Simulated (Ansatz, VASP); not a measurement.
# Two plane-wave programs on InRuS3

```
In Ru S
1.0
     3.31119    1.91172    2.71352
    -3.31119    1.91172    2.71352
     0.00000   -3.82343    2.71352
In Ru S
1 1 3
Direct
  0.44840 0.44840 0.44840
  0.94885 0.94885 0.94885
  0.03151 0.48580 0.03151
  0.48580 0.03151 0.03151
  0.03151 0.03151 0.48580
```

Alike in both runs: functional PBE; k mesh 4 × 4 × 4; occupations gaussian, width 0.1 eV; collinear spin.

Ansatz relaxed the structure, and its values are those at the end. VASP's run is a single point on that final structure, the one shown.

|  | VASP | Ansatz |
| --- | --- | --- |
| version | VASP 6.6.1 | Ansatz 0.2.0 |
| potentials or method | VASP PAW PBE potentials, release 64 (In_d, Ru_pv, S), cutoff 520 eV | scalar-relativistic, plane waves, PAW |
| valence electrons in the cell | 45 | 47 |

VASP gave:

```
gap on the k mesh at the Fermi level (eV) : none
pressure (GPa)                            : -0.1
rms of the force components (eV/Å)        : 0.018
net moment per atom (μB)                  : 0.00
```

Question: Estimate Ansatz's values.

Answer: gap on the k mesh at the Fermi level (eV): none; pressure (GPa): 0.0; rms of the force components (eV/Å): 0.010; net moment per atom (μB): 0.00.

A gap of «none» marks a metal or a gap that the smearing closes. VASP's potentials hold 45 valence electrons a cell and Ansatz's 47, so a difference there can come from the potentials and not from the codes. Ansatz's warnings: seeded moment not kept.
